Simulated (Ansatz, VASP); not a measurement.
# Be in VASP and in Ansatz

```
Be
1.0
    -1.25312    1.25312    1.25312
     1.25312   -1.25312    1.25312
     1.25312    1.25312   -1.25312
Be
1
Direct
  0.00000 0.00000 0.00000
```

Alike in both runs: task relaxation of cell and atoms; functional PBEsol; k mesh 30 × 30 × 30; occupations gaussian, width 0.1 eV; no spin polarisation.

```csv
,VASP,Ansatz
version,VASP 6.6.1,Ansatz 0.2.0
potentials or method,"VASP PAW PBE potentials, release 64 (Be), cutoff 600 eV","scalar-relativistic, plane waves, PAW"
valence electrons in the cell,2,2
```

|  | VASP | Ansatz | Ansatz less VASP |
| --- | --- | --- | --- |
| gap on the k mesh at the Fermi level, each at its own relaxed structure (eV) | none | none | - |
| relaxed volume (Å³/atom) | 7.77 | 7.74 | -0.025 |
| relaxed length of the cell vector where the two differ most in proportion (Å) | 2.161 | 2.159 | -0.0023 |

VASP's potentials were made for PBE, not for PBEsol. A gap of «none» marks a metal or a gap that the smearing closes.
